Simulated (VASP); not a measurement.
# CuAu (R-3m) in VASP: further runs

The runs below take CuAu through single point, relaxation of volume and atoms at fixed shape, with LDA.

All numbers are computed with VASP 6.6.1; they aren't measurements. Logs are shortened: lines on timing, memory, paths and dates and some standing lists are left out, and cuts for length are marked.

### Step 1. The cell of the first run

It takes space group R-3m (No. 166, trigonal). Conventional cell: a = 2.803 Å, b = 2.803 Å, c = 12.401 Å, α = 90.00°, β = 90.00°, γ = 120.00°. Within 3.5 Å of Cu (site symmetry -3m) lie 6 Au at 2.62 Å and 6 Cu at 2.80 Å. Within 3.5 Å of Au (site symmetry -3m) lie 6 Cu at 2.62 Å and 6 Au at 2.80 Å.

### Step 2. Single point, LDA

File INCAR:

```
SYSTEM = CuAu
  ALGO = Normal
  EDIFF = 1E-6
  ENCUT = 600
  GGA = CA
  GGA_COMPAT = .False.
  ISIF = 2
  ISMEAR = -1
  LASPH = .True.
  LCHARG = .False.
  LREAL = .False.
  LWAVE = .False.
  NBANDS = 18
  NELM = 120
  PREC = Accurate
  SIGMA = 0.05
```

File KPOINTS:

```
k-points
0
Gamma
  10 10 10
  0 0 0
```

File POSCAR:

```
CuAu
1.0
    1.4014759972      0.8091425443      4.1335245654
   -1.4014759972      0.8091425443      4.1335245654
    0.0000000000     -1.6182850885      4.1335245654
Cu Au
1 1
Direct
    0.5000000000      0.5000000000      0.5000000000
    0.0000000000      0.0000000000      0.0000000000
```

Potentials or basis: VASP PAW LDA potentials, release 64 (Cu, Au).

Run with:

```console
$ cat potpaw_LDA.64/Cu/POTCAR potpaw_LDA.64/Au/POTCAR > POTCAR
$ mpirun -np 1 vasp_std > vasp.out
```

OUTCAR:

```text
SYSTEM = CuAu
   EDIFF = 1E-6
   ENCUT = 600
   GGA = CA
   ISIF = 2
   ISMEAR = -1
   LASPH = .True.
   LREAL = .False.
   NELM = 120
   PREC = Accurate

 ion  position               nearest neighbor table
   1  0.500  0.500  0.500-   2 2.62   2 2.62   2 2.62   2 2.62   2 2.62   2 2.62
   2  0.000  0.000  0.000-   1 2.62   1 2.62   1 2.62   1 2.62   1 2.62   1 2.62

  LATTYP: Found a trigonal (rhomboedric) cell.
 ALAT       =     4.4390170039
 COS(alpha) =     0.8006447365

  Lattice vectors:

 A1 = (   1.4014759972,   0.8091425443,   4.1335245654)
 A2 = (  -1.4014759972,   0.8091425443,   4.1335245654)
 A3 = (   0.0000000000,  -1.6182850885,   4.1335245654)

Analysis of symmetry for initial positions (statically):
=====================================================================
 Subroutine PRICEL returns:
 Original cell was already a primitive cell.

 Routine SETGRP: Setting up the symmetry group for a
 trigonal (rhombohedral) supercell.

 Subroutine GETGRP returns: Found 12 space group operations
 (whereof 12 operations were pure point group operations)
 out of a pool of 12 trial point group operations.

The static configuration has the point symmetry D_3d.

Analysis of symmetry for dynamics (positions and initial velocities):
=====================================================================
 Subroutine PRICEL returns:
 Original cell was already a primitive cell.

 Routine SETGRP: Setting up the symmetry group for a
 trigonal (rhombohedral) supercell.

 Subroutine GETGRP returns: Found 12 space group operations
 (whereof 12 operations were pure point group operations)
 out of a pool of 12 trial point group operations.

The dynamic configuration has the point symmetry D_3d.

 Subroutine INISYM returns: Found 12 space group operations
 (whereof 12 operations are pure point group operations),
 and found     1 'primitive' translations

----------------------------------------------------------------------------------------

                                     Primitive cell

  volume of cell :      28.1243

  direct lattice vectors                    reciprocal lattice vectors
     1.401475997  0.809142544  4.133524565     0.356766724  0.205979364  0.080641430
    -1.401475997  0.809142544  4.133524565    -0.356766724  0.205979364  0.080641430
     0.000000000 -1.618285088  4.133524565     0.000000000 -0.411958728  0.080641430

  length of vectors
     4.439017004  4.439017004  4.439017004     0.419777362  0.419777362  0.419777362

  position of ions in fractional coordinates (direct lattice)
     0.500000000  0.500000000  0.500000000
     0.000000000  0.000000000  0.000000000

  ion indices of the primitive-cell ions
   primitive index   ion index
                 1           1
                 2           2

----------------------------------------------------------------------------------------

 KPOINTS: k-points

Automatic generation of k-mesh.
 Grid dimensions read from file:
 generate k-points for:   10   10   10

 Generating k-lattice:

  Cartesian coordinates                     Fractional coordinates (reciprocal lattice)
     0.035676672  0.020597936  0.008064143     0.100000000  0.000000000 -0.000000000
    -0.035676672  0.020597936  0.008064143     0.000000000  0.100000000 -0.000000000
     0.000000000 -0.041195873  0.008064143    -0.000000000 -0.000000000  0.100000000

  Length of vectors
     0.041977736  0.041977736  0.041977736

  Shift w.r.t. Gamma in fractional coordinates (k-lattice)
     0.000000000  0.000000000  0.000000000

 Subroutine IBZKPT returns following result:
 ===========================================

 Found    116 irreducible k-points:

 Following reciprocal coordinates:
            Coordinates               Weight
  0.000000  0.000000  0.000000      1.000000
  0.100000 -0.000000  0.000000      6.000000
  0.200000 -0.000000  0.000000      6.000000
  0.300000  0.000000  0.000000      6.000000
  0.400000 -0.000000 -0.000000      6.000000
  0.500000  0.000000  0.000000      3.000000
[... 16 lines left out ...]
  0.300000  0.300000  0.000000      6.000000
  0.400000  0.300000  0.000000     12.000000
 [... further k-points ...]
   k-points           NKPTS =    116   k-points in BZ     NKDIM =    116   number of bands    NBANDS=     18
   number of dos      NEDOS =    301   number of ions     NIONS =      2
   total plane-waves  NPLWV =  46656
   dimension x,y,z NGX =    36 NGY =   36 NGZ =   36
   dimension x,y,z NGXF=    72 NGYF=   72 NGZF=   72
   ions per type =               1   1
   NGX,Y,Z   is equivalent  to a cutoff of  13.48, 13.48, 13.48 a.u.
   NGXF,Y,Z  is equivalent  to a cutoff of  26.96, 26.96, 26.96 a.u.
 SYSTEM =  CuAu
   PREC   = accura    normal or accurate (medium, high low for compatibility)
   ISTART =      0    job   : 0-new  1-cont  2-samecut
   ICHARG =      2    charge: 1-file 2-atom 10-const
   ISPIN  =      1    spin polarized calculation?
   LNONCOLLINEAR =      F non collinear calculations
   LSORBIT =      F    spin-orbit coupling
   LASPH  =      T    aspherical Exc in radial PAW
   ENCUT  =  600.0 eV  44.10 Ry    6.64 a.u.   8.87  8.87  8.87*2*pi/ulx,y,z
   NELM   =    120;   NELMIN=  2; NELMDL= -5     # of ELM steps
   EDIFF  = 0.1E-05   stopping-criterion for ELM
   LREAL  =      F    real-space projection
   EDIFFG = 0.1E-04   stopping-criterion for IOM
   NSW    =      0    number of steps for IOM
   IBRION =     -1    ionic relax: 0-MD 1-quasi-New 2-CG
   NFREE  =      0    steps in history (QN), initial steepest desc. (CG)
   ISIF   =      2    stress and relaxation
   ISYM   =      2    0-nonsym 1-usesym 2-fastsym
   POTIM  = 0.5000    time-step for ionic-motion
   TEBEG  =    0.0;   TEEND  =   0.0 temperature during run
   PSTRESS=    0.0 pullay stress
   NELECT =      22.0000    total number of electrons
   NUPDOWN=      -1.0000    fix difference up-down
   EMIN   =  10.00;   EMAX   =-10.00  energy-range for DOS
   EFERMI =   0.00;   METHOD = LEGACY
   ISMEAR =    -1;   SIGMA  =   0.05  broadening in eV -4-tet -1-fermi 0-gaus
   EFERMI_NEDOS =   21; number of points for ismear=-14 and -15
   IALGO  =     38    algorithm
   IMIX   =      4    mixing-type and parameters
     AMIX     =   0.40;   BMIX     =  1.00
     AMIX_MAG =   1.60;   BMIX_MAG =  1.00
  volume/ion in A,a.u.               =      14.06        94.90
  Fermi-wavevector in a.u.,A,eV,Ry     =   1.508418  2.850496 30.957654  2.275323
  Thomas-Fermi vector in A             =   2.618874
   LORBIT       =      0    0 simple, 1 ext, 2 COOP (PROOUT), +10 PAW based schemes
   GGA     = CA    functional components
   LHFCALC =     F    Hartree Fock is set to
   AEXX    =    0.0000 exact exchange contribution
   IVDW    =     0    specifies the selected vdW correction
   LEPSILON=     F    determine dielectric tensor
   LRPA    =     F    only Hartree local field effects (RPA)
 non-spin polarized calculation
  energy-cutoff  :      600.00
  volume of cell :       28.12
 maximum number of plane-waves:       955
   NGX = 17   NGY = 17   NGZ = 17

 number of electron      22.0000003 magnetization

 Free energy of the ion-electron system (eV)
  ---------------------------------------------------
  ext. energy  EPLUGINS =         0.00000000
  ---------------------------------------------------
  free energy    TOTEN  =        -9.09719916 eV

  energy without entropy =       -9.09181013  energy(sigma->0) =       -9.09450465

 E-fermi :   9.0264     XC(G=0): -13.1573

 val. band max:        9.0107468693   @ k =  -0.4000   0.4000   0.1000
 cond. band min:       9.0381884620   @ k =   0.3000   0.3000   0.1000
 fundamental gap:      0.0274415927
 Fermi energy:         9.0264001453

 k-point     1 :       0.0000    0.0000    0.0000
  band No.  band energies     occupation
      1      -1.1479      2.00000
      2       2.0179      2.00000
      3       3.9185      2.00000
      4       3.9185      2.00000
      5       5.0240      2.00000
      6       5.0240      2.00000
[... 10 lines left out ...]
     17      26.8831      0.00000
     18      29.9490      0.00000

 k-point     2 :       0.1000   -0.0000    0.0000
  band No.  band energies     occupation
      1      -0.8162      2.00000
      2       2.2132      2.00000
      3       3.7835      2.00000
      4       4.1317      2.00000
      5       4.7588      2.00000
      6       5.0436      2.00000
[... 10 lines left out ...]
     17      26.4621      0.00000
     18      28.1865      0.00000

 k-point     3 :       0.2000   -0.0000    0.0000
  band No.  band energies     occupation
      1       0.1039      2.00000
      2       2.6552      2.00000
      3       3.5947      2.00000
      4       4.1140      2.00000
      5       4.6899      2.00000
      6       5.1271      2.00000
[... 10 lines left out ...]
     17      25.4544      0.00000
     18      26.6892      0.00000

 k-point     4 :       0.3000    0.0000    0.0000
  band No.  band energies     occupation
      1       1.2584      2.00000
      2       2.7710      2.00000
      3       3.5174      2.00000
      4       4.1114      2.00000
      5       5.0219      2.00000
      6       5.6646      2.00000
[... 10 lines left out ...]
     17      24.5139      0.00000
     18      25.4322      0.00000

 k-point     5 :       0.4000   -0.0000   -0.0000
  band No.  band energies     occupation
      1       1.7246      2.00000
      2       2.7864      2.00000
      3       3.6781      2.00000
      4       4.8667      2.00000
      5       5.0761      2.00000
      6       5.4861      2.00000
[... 10 lines left out ...]
     17      23.6914      0.00000
     18      23.8282      0.00000

 k-point     6 :       0.5000    0.0000    0.0000
  band No.  band energies     occupation
      1       1.7176      2.00000
      2       2.6962      2.00000
      3       4.1733      2.00000
      4       4.9119      2.00000
      5       5.0909      2.00000
      6       5.4491      2.00000
[... 307 lines left out ...]
 k-point    21 :      -0.3000    0.2000   -0.0000
  band No.  band energies     occupation
      1       2.6441      2.00000
      2       3.0506      2.00000
      3       3.3623      2.00000
      4       4.0175      2.00000
      5       4.2919      2.00000
      6       5.7387      2.00000
[... 10 lines left out ...]
     17      19.7708      0.00000
     18      27.4716      0.00000

 k-point    22 :      -0.2000    0.2000    0.0000
  band No.  band energies     occupation
      1       1.9768      2.00000
      2       3.0810      2.00000
      3       3.2914      2.00000
      4       3.6064      2.00000
      5       4.4822      2.00000
      6       5.8164      2.00000
[... 10 lines left out ...]
     17      21.4846      0.00000
     18      29.2619      0.00000

 k-point    23 :       0.3000    0.3000    0.0000
  band No.  band energies     occupation
      1       1.2382      2.00000
      2       2.6268      2.00000
      3       3.3690      2.00000
      4       4.3773      2.00000
      5       4.6589      2.00000
      6       5.8289      2.00000
[... 10 lines left out ...]
     17      25.5188      0.00000
     18      27.0303      0.00000

 k-point    24 :       0.4000    0.3000    0.0000
  band No.  band energies     occupation
      1       1.7017      2.00000
      2       2.5912      2.00000
      3       3.3573      2.00000
      4       4.4512      2.00000
      5       4.6296      2.00000
      6       6.2234      2.00000
[... 10 lines left out ...]
     17      25.4099      0.00000
     18      27.8163      0.00000

 [... further k-points ...]
[... 5 lines left out ...]
  --------------------------------------------------------------------------------------
  -------------------------------------------------------------------------------------
  Total        0.2656498      0.2656498     -0.0217682     -0.0000000     -0.0000000      0.0000000
  in kB       15.1334369     15.1334369     -1.2400829     -0.0000000     -0.0000000      0.0000000
  external PRESSURE =       9.6755969 kB  Pullay stress =       0.0000000 kB

 VOLUME and BASIS-vectors are now :
 -----------------------------------------------------------------------------
  energy-cutoff  :      600.00
  volume of cell :       28.12
      direct lattice vectors                 reciprocal lattice vectors
     1.401475997  0.809142544  4.133524565     0.356766724  0.205979364  0.080641430
    -1.401475997  0.809142544  4.133524565    -0.356766724  0.205979364  0.080641430
     0.000000000 -1.618285088  4.133524565     0.000000000 -0.411958728  0.080641430

 POSITION                                       TOTAL-FORCE (eV/Angst)
 -----------------------------------------------------------------------------------
      0.00000      0.00000      6.20029         0.000000     -0.000000      0.000000
      0.00000      0.00000      0.00000         0.000000      0.000000     -0.000000
 -----------------------------------------------------------------------------------
    total drift:                                0.000000     -0.000000      0.000000

  FREE ENERGIE OF THE ION-ELECTRON SYSTEM (eV)
  ---------------------------------------------------
  free  energy   TOTEN  =        -9.0971991631 eV

  energy  without entropy=       -9.0918101288  energy(sigma->0) =       -9.09450465
```

It took 47 s on 1 thread of Intel Xeon 6975P-C (Granite Rapids), shared host; peak memory 0.23 GiB.

Results:

* Free energy: -9.0972 eV
* Pressure: 1.0 GPa
* Band gap on the k mesh: zero (bands 11 and 12 overlap by 4.94 eV)

Caveat: spin-orbit coupling is left out, which moves the levels of the heavy elements.

### Step 3. Relaxation of volume and atoms at fixed shape, LDA

This run uses another cell than the first one, of 15.35 Å³/atom.

File INCAR:

```
PREC = Accurate ; ENCUT = 600
EDIFF = 1E-7 ; ISMEAR = -1
SIGMA = 0.05 ; LREAL = F
LASPH = T ; NELM = 120
ALGO = Normal ; ISIF = 8
LWAVE = F ; LCHARG = F
IBRION = 2 ; NSW = 80
EDIFFG = -0.01 ; GGA_COMPAT = F
NELMIN = 4
```

File KPOINTS:

```
regular mesh
0
Gamma
  10 10 10
```

File POSCAR:

```
CuAu
1.0
    1.4430600000      0.8331500000      4.2561700000
   -1.4430600000      0.8331500000      4.2561700000
    0.0000000000     -1.6663000000      4.2561700000
Cu Au
1 1
Direct
    0.5000000000      0.5000000000      0.5000000000
    0.0000000000      0.0000000000      0.0000000000
```

Potentials or basis: VASP PAW LDA potentials, release 64 (Cu, Au).

Run with:

```console
$ cat potpaw_LDA.64/Cu/POTCAR potpaw_LDA.64/Au/POTCAR > POTCAR
$ mpirun -np 1 vasp_std > vasp.out
```

It took 3.2 min on 1 thread of Intel Xeon 6975P-C (Granite Rapids), shared host; peak memory 0.26 GiB.

Results (log left out):

- Free energy: -9.0983 eV
- Relaxed volume: 14.14 Å³/atom
- Relaxed cell: a = 4.447 Å, b = 4.447 Å, c = 4.447 Å, α = 36.81°, β = 36.81°, γ = 36.81°
- Space group after relaxing (to 0.1 Å): R-3m (No. 166)
- Energy gained by relaxing: 49.8 meV/atom
- Ionic steps: 4
- Pressure after relaxing: 0.0 GPa
- Band gap on the k mesh: zero (bands 11 and 12 overlap by 4.92 eV)

Stress tensor (GPa, compression positive):
```
 0.57  0.00  0.00
 0.00  0.57  0.00
 0.00  0.00 -1.13
```

Step by step:
| step | energy change (eV) | largest force (eV/Å) | pressure (GPa) | volume (Å³) |
| --- | --- | --- | --- | --- |
| 1 | 0.0000 | 0.0000 | -12.09 | 30.70 |
| 2 | 0.0475 | 0.0000 | 21.19 | 25.84 |
| 3 | -0.0996 | 0.0000 | -0.26 | 28.33 |
| 4 | -0.0996 | 0.0000 | 0.00 | 28.28 |

Final structure:
```
Cu Au
1.0
     1.40410    0.81065    4.14125
    -1.40410    0.81065    4.14125
     0.00000   -1.62131    4.14125
Cu Au
1 1
Cartesian
  0.0000 0.0000 6.2119
  0.0000 0.0000 0.0000
```

Levels at points of the mesh, in eV from the Fermi level:
| k point | band 8 | band 9 | band 10 | band 11 | band 12 | band 13 | band 14 | band 15 |
| --- | --- | --- | --- | --- | --- | --- | --- | --- |
| (0.00, 0.00, 0.00) | -2.32 | -2.32 | -1.59 | -1.59 | -0.24 | 5.18 | 14.65 | 16.66 |
| (0.50, 0.00, 0.00) | -2.54 | -1.94 | -1.84 | 0.10 | 1.31 | 5.74 | 7.43 | 11.61 |
| (0.50, 0.50, 0.00) | -1.68 | -1.56 | -1.41 | -1.39 | 1.11 | 3.16 | 6.99 | 9.77 |
| (0.50, 0.50, 0.50) | -3.02 | -2.73 | -2.73 | -2.32 | -2.32 | 12.86 | 15.20 | 15.42 |

Caveat: spin-orbit coupling is left out, which moves the levels of the heavy elements.
